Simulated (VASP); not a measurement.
# Cd (Fd-3m) in VASP: notebook

Cd is run at these levels: LDA; tasks: single point.

Program: VASP 6.6.1. These are calculated values, not measurements. Logs are shortened: lines on timing, memory, paths and dates and some standing lists are left out, and cuts for length are marked.

## (1) The cell of the first run

It takes space group Fd-3m (No. 227, cubic). Conventional cell: a = 6.136 Å, b = 6.136 Å, c = 6.136 Å, α = 90.00°, β = 90.00°, γ = 90.00°. Cd (site symmetry -43m) has 4 Cd at 2.66 Å within 3.5 Å.

This isn't the form of Cd at room conditions, which is hcp.

## (2) Single point, LDA

File INCAR:

```
SYSTEM = Cd
ALGO = Normal
EDIFF = 1E-7
ENCUT = 520
ISIF = 2
ISMEAR = -1
LASPH = .TRUE.
LCHARG = .FALSE.
LREAL = .FALSE.
LWAVE = .FALSE.
NBANDS = 19
NELM = 80
PREC = Accurate
SIGMA = 0.05
```

File KPOINTS:

```
k-points
0
G
  9 9 9
  0 0 0
```

File POSCAR:

```
Cd
1.0
    0.0000000000      3.0681618156      3.0681618156
    3.0681618156      0.0000000000      3.0681618156
    3.0681618156      3.0681618156      0.0000000000
Cd
2
Direct
   -0.1250000000     -0.1250000000     -0.1250000000
    0.1250000000      0.1250000000      0.1250000000
```

Potentials or basis: VASP PAW LDA potentials, release 64 (Cd).

Launch:

```sh
$ cat potpaw_LDA.64/Cd/POTCAR > POTCAR
$ mpirun -np 1 vasp_std > vasp.out
```

OUTCAR:

```text
SYSTEM = Cd
   EDIFF = 1E-7
   ENCUT = 520
   ISIF = 2
   ISMEAR = -1
   LASPH = .TRUE.
   LREAL = .FALSE.
   NELM = 80
   PREC = Accurate

 ion  position               nearest neighbor table
   1  0.875  0.875  0.875-   2 2.66   2 2.66   2 2.66   2 2.66
   2  0.125  0.125  0.125-   1 2.66   1 2.66   1 2.66   1 2.66

  LATTYP: Found a face centered cubic cell.
 ALAT       =     6.1363236312

  Lattice vectors:

 A1 = (   0.0000000000,   3.0681618156,   3.0681618156)
 A2 = (   3.0681618156,   0.0000000000,   3.0681618156)
 A3 = (   3.0681618156,   3.0681618156,   0.0000000000)

Analysis of symmetry for initial positions (statically):
=====================================================================
 Subroutine PRICEL returns:
 Original cell was already a primitive cell.

 Routine SETGRP: Setting up the symmetry group for a
 face centered cubic supercell.

 Subroutine GETGRP returns: Found 48 space group operations
 (whereof 12 operations were pure point group operations)
 out of a pool of 48 trial point group operations.

The static configuration has the point symmetry D_3d.
 The point group associated with its full space group is O_h .

Analysis of symmetry for dynamics (positions and initial velocities):
=====================================================================
 Subroutine PRICEL returns:
 Original cell was already a primitive cell.

 Routine SETGRP: Setting up the symmetry group for a
 face centered cubic supercell.

 Subroutine GETGRP returns: Found 48 space group operations
 (whereof 12 operations were pure point group operations)
 out of a pool of 48 trial point group operations.

The dynamic configuration has the point symmetry D_3d.
 The point group associated with its full space group is O_h .

 Subroutine INISYM returns: Found 48 space group operations
 (whereof 12 operations are pure point group operations),
 and found     1 'primitive' translations

----------------------------------------------------------------------------------------

                                     Primitive cell

  volume of cell :      57.7650

  direct lattice vectors                    reciprocal lattice vectors
     0.000000000  3.068161816  3.068161816    -0.162964025  0.162964025  0.162964025
     3.068161816  0.000000000  3.068161816     0.162964025 -0.162964025  0.162964025
     3.068161816  3.068161816  0.000000000     0.162964025  0.162964025 -0.162964025

  length of vectors
     4.339036051  4.339036051  4.339036051     0.282261972  0.282261972  0.282261972

  position of ions in fractional coordinates (direct lattice)
[... 78 lines left out ...]
   NELM   =     80;   NELMIN=  2; NELMDL= -5     # of ELM steps
   EDIFF  = 0.1E-06   stopping-criterion for ELM
   LREAL  =      F    real-space projection
   EDIFFG = 0.1E-05   stopping-criterion for IOM
   NSW    =      0    number of steps for IOM
   IBRION =     -1    ionic relax: 0-MD 1-quasi-New 2-CG
   NFREE  =      0    steps in history (QN), initial steepest desc. (CG)
   ISIF   =      2    stress and relaxation
   ISYM   =      2    0-nonsym 1-usesym 2-fastsym
   POTIM  = 0.5000    time-step for ionic-motion
   TEBEG  =    0.0;   TEEND  =   0.0 temperature during run
   PSTRESS=    0.0 pullay stress
   NELECT =      24.0000    total number of electrons
   NUPDOWN=      -1.0000    fix difference up-down
   EMIN   =  10.00;   EMAX   =-10.00  energy-range for DOS
   EFERMI =   0.00;   METHOD = LEGACY
   ISMEAR =    -1;   SIGMA  =   0.05  broadening in eV -4-tet -1-fermi 0-gaus
   EFERMI_NEDOS =   21; number of points for ismear=-14 and -15
   IALGO  =     38    algorithm
   IMIX   =      4    mixing-type and parameters
     AMIX     =   0.40;   BMIX     =  1.00
     AMIX_MAG =   1.60;   BMIX_MAG =  1.00
  volume/ion in A,a.u.               =      28.88       194.91
  Fermi-wavevector in a.u.,A,eV,Ry     =   1.221585  2.308461 20.303561  1.492270
  Thomas-Fermi vector in A             =   2.356762
   LORBIT       =      0    0 simple, 1 ext, 2 COOP (PROOUT), +10 PAW based schemes
   GGA     = CA    functional components
   LHFCALC =     F    Hartree Fock is set to
   AEXX    =    0.0000 exact exchange contribution
   IVDW    =     0    specifies the selected vdW correction
   LEPSILON=     F    determine dielectric tensor
   LRPA    =     F    only Hartree local field effects (RPA)
 non-spin polarized calculation
  energy-cutoff  :      520.00
  volume of cell :       57.77
 maximum number of plane-waves:      1580
   NGX = 17   NGY = 17   NGZ = 17

 number of electron      24.0000015 magnetization

 Free energy of the ion-electron system (eV)
  ---------------------------------------------------
  ext. energy  EPLUGINS =         0.00000000
  ---------------------------------------------------
  free energy    TOTEN  =        -1.98560791 eV

  energy without entropy =       -1.97953549  energy(sigma->0) =       -1.98257170

 E-fermi :   0.7144     XC(G=0):  -9.6384

 val. band max:        0.6688313445   @ k =  -0.2222   0.3333   0.1111
 cond. band min:       0.8039554374   @ k =   0.3333   0.3333   0.0000
 fundamental gap:      0.1351240929
 Fermi energy:         0.7144092770

 k-point     1 :       0.0000    0.0000    0.0000
  band No.  band energies     occupation
      1      -8.7480      2.00000
      2      -8.7480      2.00000
      3      -8.7480      2.00000
      4      -8.6787      2.00000
      5      -8.6787      2.00000
      6      -7.6369      2.00000
[... 505 lines left out ...]
      6      -7.8858      2.00000
[... 11 lines left out ...]
     18      14.3539      0.00000
     19      15.5763      0.00000

 [... further k-points ...]

------------------------ aborting loop because EDIFF is reached ----------------------------------------

  FORCE on cell =-STRESS in cart. coord.  units (eV):
  Direction    XX          YY          ZZ          XY          YZ          ZX
  --------------------------------------------------------------------------------------
  -------------------------------------------------------------------------------------
  Total        1.3270958      1.3270958      1.3270958      0.0000000      0.0000000     -0.0000000
  in kB       36.8084959     36.8084959     36.8084959      0.0000000      0.0000000     -0.0000000
  external PRESSURE =      36.8084959 kB  Pullay stress =       0.0000000 kB

 VOLUME and BASIS-vectors are now :
 -----------------------------------------------------------------------------
  energy-cutoff  :      520.00
  volume of cell :       57.77
      direct lattice vectors                 reciprocal lattice vectors
     0.000000000  3.068161816  3.068161816    -0.162964025  0.162964025  0.162964025
     3.068161816  0.000000000  3.068161816     0.162964025 -0.162964025  0.162964025
     3.068161816  3.068161816  0.000000000     0.162964025  0.162964025 -0.162964025

 POSITION                                       TOTAL-FORCE (eV/Angst)
 -----------------------------------------------------------------------------------
      5.36928      5.36928      5.36928        -0.000000     -0.000000     -0.000000
      0.76704      0.76704      0.76704         0.000000      0.000000      0.000000
 -----------------------------------------------------------------------------------
    total drift:                                0.000000      0.000000     -0.000000

  FREE ENERGIE OF THE ION-ELECTRON SYSTEM (eV)
  ---------------------------------------------------
  free  energy   TOTEN  =        -1.9856079097 eV

  energy  without entropy=       -1.9795354900  energy(sigma->0) =       -1.98257170
```

OSZICAR:

```text
N       E                     dE             d eps       ncg     rms          rms(c)
DAV:   1     0.166874575017E+03    0.16687E+03   -0.12507E+04  1330   0.120E+03
DAV:   2     0.198787993262E+01   -0.16489E+03   -0.15926E+03  1363   0.318E+02
DAV:   3    -0.210918983344E+01   -0.40971E+01   -0.40899E+01  1534   0.572E+01
DAV:   4    -0.211856873746E+01   -0.93789E-02   -0.93782E-02  1447   0.267E+00
DAV:   5    -0.211861985603E+01   -0.51119E-04   -0.51118E-04  1482   0.172E-01    0.415E+00
DAV:   6    -0.200212565079E+01    0.11649E+00   -0.26456E-01  1552   0.572E+00    0.325E+00
DAV:   7    -0.198830324563E+01    0.13822E-01   -0.23649E-02  1478   0.114E+00    0.157E+00
DAV:   8    -0.198560099525E+01    0.27023E-02   -0.29676E-03  1437   0.645E-01    0.596E-02
DAV:   9    -0.198560290195E+01   -0.19067E-05   -0.30718E-05  1476   0.509E-02    0.262E-02
DAV:  10    -0.198560792653E+01   -0.50246E-05   -0.82637E-06  1402   0.310E-02    0.307E-03
DAV:  11    -0.198560790969E+01    0.16842E-07   -0.48198E-08  1233   0.226E-03
   1 F= -.19856079E+01 E0= -.19825717E+01  d E =-.607242E-02
```

stdout:

```text
POSCAR found type information on POSCAR Cd
 POSCAR found :  1 types and       2 ions
 scaLAPACK will be used
 LDA part: xc-table for (Slater(with rela. corr.)+CA(PZ))
 , standard interpolation
 POSCAR, INCAR and KPOINTS ok, starting setup
 FFT: planning ... GRIDC
 FFT: planning ... GRID_SOFT
 FFT: planning ... GRID
 WAVECAR not read
 entering main loop
```

It took 29 s on 1 thread of Intel Xeon 8259CL, shared host; peak memory 0.16 GiB.

Results:

| Property | Result |
| --- | --- |
| Free energy | -1.9856 eV |
| Pressure | 3.7 GPa |
| Band gap on the k mesh | zero (bands 12 and 13 overlap by 6.17 eV) |

Caveat: the cell stands under pressure.

## (3) Single point, LDA

File INCAR:

```
ALGO = Normal
EDIFF = 1E-6
ENCUT = 520
GGA = CA
ISIF = 2
ISMEAR = -1
LASPH = True
LCHARG = False
LREAL = False
LWAVE = False
NBANDS = 19
NELM = 60
PREC = Accurate
SIGMA = 0.05
```

File KPOINTS:

```
k-points
0
Gamma
  9 9 9
```

POSCAR is that of step 2.

Potentials or basis: VASP PAW LDA potentials, release 64 (Cd).

Launch:

```sh
$ cat potpaw_LDA.64/Cd/POTCAR > POTCAR
$ mpirun -np 1 vasp_std > vasp.out
```

Run time: 30 s. Hardware: 1 thread of Intel Xeon 8259CL, shared host; peak memory 0.17 GiB.

The run converged. Its results:

* Free energy: -1.9856 eV
* Pressure: 3.7 GPa
* Band gap on the k mesh: zero (bands 12 and 13 overlap by 6.17 eV)

Levels at points of the mesh, in eV from the Fermi level:
| k point | band 8 | band 9 | band 10 | band 11 | band 12 | band 13 | band 14 | band 15 | band 16 | band 17 |
| --- | --- | --- | --- | --- | --- | --- | --- | --- | --- | --- |
| (0.00, 0.00, 0.00) | -8.35 | -8.03 | -8.03 | -7.32 | 5.56 | 5.56 | 5.56 | 6.65 | 6.65 | 6.65 |

Caveat: the cell stands under pressure.

The gap in the log of VASP goes by the Fermi energy; the results here count the filled bands.